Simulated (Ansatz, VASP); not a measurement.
# Two plane-wave programs on Sb5S2

```
Sb S
1.0
     5.96812   -3.81165   -0.02299
     5.96812    3.81165   -0.02299
    -1.87965    0.00000    4.69488
Sb S
5 2
Direct
  0.00000 0.00000 0.00000
  0.86056 0.40320 0.77179
  0.59680 0.13944 0.22821
  0.13944 0.59680 0.22821
  0.40320 0.86056 0.77179
  0.18684 0.18684 0.54047
  0.81316 0.81316 0.45953
```

Change from the starting cell: species swapped into the Rb2Te5 type (C2/m, No. 12).

Alike in both runs: functional PBE; k mesh 6 × 6 × 8; occupations gaussian, width 0.1 eV; no spin polarisation.

Ansatz relaxed the structure, and its values are those at the end. VASP's run is a single point on that final structure, the one shown.

|  | VASP | Ansatz |
| --- | --- | --- |
| version | VASP 6.6.1 | Ansatz 0.2.0 |
| potentials or method | VASP PAW PBE potentials, release 64 (Sb, S), cutoff 520 eV | scalar-relativistic, plane waves, PAW |
| valence electrons in the cell | 37 | 87 |

```csv
,VASP,Ansatz,Ansatz less VASP
gap on the k mesh at the Fermi level (eV),none,none,-
pressure (GPa),-0.1,0.0,+0.03
rms of the force components (eV/Å),0.008,0.002,-0.0062
```

A gap of «none» marks a metal or a gap that the smearing closes. VASP's potentials hold 37 valence electrons a cell and Ansatz's 87, so a difference there can come from the potentials and not from the codes.

Neither program's run includes spin-orbit coupling.
